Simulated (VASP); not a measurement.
Input of a VASP 6.6.1 run:

File INCAR:

```
SYSTEM = Nb2Cu
  PREC = Accurate
  ENCUT = 520
  EDIFF = 1E-6
  ISMEAR = 0
  SIGMA = 0.1
  LREAL = .False.
  LASPH = .True.
  NELM = 80
  ALGO = Normal
  ISIF = 2
  LWAVE = .False.
  LCHARG = .False.
  GGA = PE
  NBANDS = 26
```

The input KPOINTS:

```
regular mesh
0
Gamma
  6 6 4
  0 0 0
```

POSCAR

```
Nb2Cu
1.0
    4.5422951444      0.0000000000      0.0000000000
   -2.2711475722      3.9337429865      0.0000000000
    0.0000000000      0.0000000000      2.7714084831
Nb Cu
2 1
Direct
    0.3333333333      0.6666666667      0.5000000000
    0.6666666667      0.3333333333      0.5000000000
    0.0000000000      0.0000000000      0.0000000000
```

Potentials or basis: VASP PAW PBE potentials, release 64 (Nb_sv, Cu).

Command:

```bash
$ cat potpaw_PBE.64/Nb_sv/POTCAR potpaw_PBE.64/Cu/POTCAR > POTCAR
$ mpirun -np 1 vasp_std > vasp.out
```

Problem. What does it give for the pressure?

Solution. 0.0 GPa.

Problem. What does it give for the band gap on the k mesh?

Solution. Zero (an odd number of electrons rules out a gap without spin polarisation).

Caveat: the k points lie up to 0.57 Å⁻¹ apart, too coarse for converged energies and pressures of a metal.
